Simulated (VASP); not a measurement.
Wanted: the native input for a VASP 6.6.1 run.

```yaml
Task: single point
Functional: PBE
Potentials_or_basis: VASP PAW PBE potentials, release 64 (Au, Sb, Sr_sv)
Cutoff: 520 eV
k_mesh: 3 × 3 × 3, shifted
Occupations: fermi-dirac, width 0.025 eV
Spin: no spin polarisation
Dipole_correction: no
Further_INCAR_settings: ALGO = Normal; EDIFF = 1e-06; NBANDS = 59
```

The structure of SrSbAu3 lies in POSCAR:

```
SrSbAu3
1.0
    6.4302450000      0.0000000000      0.0000000000
    0.0000000000      6.4302450000      0.0000000000
    0.0000000000      0.0000000000      5.6702220000
Au Sb Sr
6 2 2
Direct
    0.0000000000      0.5000000000      0.5000000000
    0.0000000000      0.0000000000      0.5000000000
    0.5000000000      0.0000000000      0.5000000000
    0.5000000000      0.5000000000      0.5000000000
    0.2500000000      0.2500000000      0.8197500000
    0.7500000000      0.7500000000      0.1802500000
    0.2500000000      0.2500000000      0.2656000000
    0.7500000000      0.7500000000      0.7344000000
    0.2500000000      0.7500000000      0.0000000000
    0.7500000000      0.2500000000      0.0000000000
```

These files were run (other wordings do the same):

INCAR

```
PREC = Accurate
ENCUT = 520
EDIFF = 1E-6
ISMEAR = -1
SIGMA = 0.025
LREAL = False
LASPH = True
NELM = 60
ALGO = Normal
ISIF = 2
LWAVE = False
LCHARG = False
GGA = PE
NBANDS = 59
```

KPOINTS

```
Automatic mesh
0
Gamma
  3 3 3
  0.5 0.5 0.5
```

Potentials or basis: VASP PAW PBE potentials, release 64 (Au, Sb, Sr_sv).

Launch:

```bash
$ cat potpaw_PBE.64/Au/POTCAR potpaw_PBE.64/Sb/POTCAR potpaw_PBE.64/Sr_sv/POTCAR > POTCAR
$ mpirun -np 1 vasp_std > vasp.out
```

It gave:

```json
{
  "Pressure": "6.2 GPa",
  "Largest force": "1.095 eV/Å",
  "Band gap on the k mesh": "zero (bands 48 and 49 overlap by 1.04 eV)"
}
```

Caveat: the k points lie up to 0.37 Å⁻¹ apart, too coarse for converged energies and pressures of a metal; spin-orbit coupling is left out, which moves the levels of the heavy elements; forces of over 1 eV/Å act on the atoms, so gaps and moduli don't describe the material at rest.

Run time: 49 s on 1 thread of AMD EPYC 9R45 96-Core Processor (Zen 5) (shared host), peak memory 0.3 GiB.
